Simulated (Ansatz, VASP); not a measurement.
SiC in VASP and in Ansatz

POSCAR

```
SiC
1.0
    2.9163095124      0.0000000000      0.0000000000
   -1.4581547562      2.5255981231      0.0000000000
    0.0000000000      0.0000000000      4.7770968715
Si C
2 2
Direct
    0.3333333333      0.6666666667      0.4995108416
    0.6666666667      0.3333333333      0.9995108416
    0.3333333333      0.6666666667      0.8754891584
    0.6666666667      0.3333333333      0.3754891584
```

Contents of INCAR.step1:

```
PREC = Accurate
ENCUT = 520
ISMEAR = 0
SIGMA = 0.02
LREAL = False
LASPH = True
NELM = 80
NBANDS = 16
GGA = PE
ALGO = Normal
EDIFF = 1E-4
LWAVE = True
LCHARG = False
```

The input INCAR.step2:

```
PREC = Accurate
ENCUT = 520
EDIFF = 1E-6
ISMEAR = 0
SIGMA = 0.02
LREAL = False
LASPH = True
NELM = 80
ALGO = Normal
ISIF = 2
LWAVE = False
LCHARG = False
METAGGA = R2SCAN
LMIXTAU = True
NBANDS = 16
ISTART = 1
```

The input KPOINTS:

```
regular mesh
0
Gamma
  12 12 6
```

Input for Ansatz:

```yaml
crystal:
  lattice:
    - [2.9163095124, 0.0, 0.0]
    - [-1.4581547562, 2.5255981231, 0.0]
    - [0.0, 0.0, 4.7770968715]
  atoms:
    - { symbol: Si, position: [0.3333333333, 0.6666666667, 0.4995108416] }
    - { symbol: Si, position: [0.6666666667, 0.3333333333, 0.9995108416] }
    - { symbol: C, position: [0.3333333333, 0.6666666667, 0.8754891584] }
    - { symbol: C, position: [0.6666666667, 0.3333333333, 0.3754891584] }
basis:
  ecutwfc: 500
kpoints:
  mp_grid: { grid: [12, 12, 6] }
  band_path: { path: [VBM, CBM], npoints: 2 }
hamiltonian:
  xc: r2scan
scf:
  occupations: { method: gaussian, width: 0.02 }
output:
  forces: true
  stress: true
  eigenvalues: true
checkpoint:
  read: start.run
  write: ck
  compress: false
  write_wavefunctions: false
  write_every: 100000
```

Alike in both runs: task single point; functional r2SCAN; k mesh 12 × 12 × 6; occupations gaussian, width 0.02 eV; no spin polarisation.

|  | VASP | Ansatz |
| --- | --- | --- |
| version | VASP 6.6.1 | Ansatz 0.2.0 |
| potentials or method | VASP PAW PBE potentials, release 64 (Si, C), cutoff 520 eV | scalar-relativistic, plane waves, PAW |
| valence electrons in the cell | 16 | 16 |

VASP gave:

| Quantity | Value |
| --- | --- |
| gap on the k mesh at the Fermi level (eV) | 2.42 |
| least direct gap on the mesh (eV) | 4.85 |

Task: Which values does Ansatz return?

Result: gap on the k mesh at the Fermi level (eV): 2.41; least direct gap on the mesh (eV): 4.84.

VASP's potentials were made for PBE, not for r2SCAN.
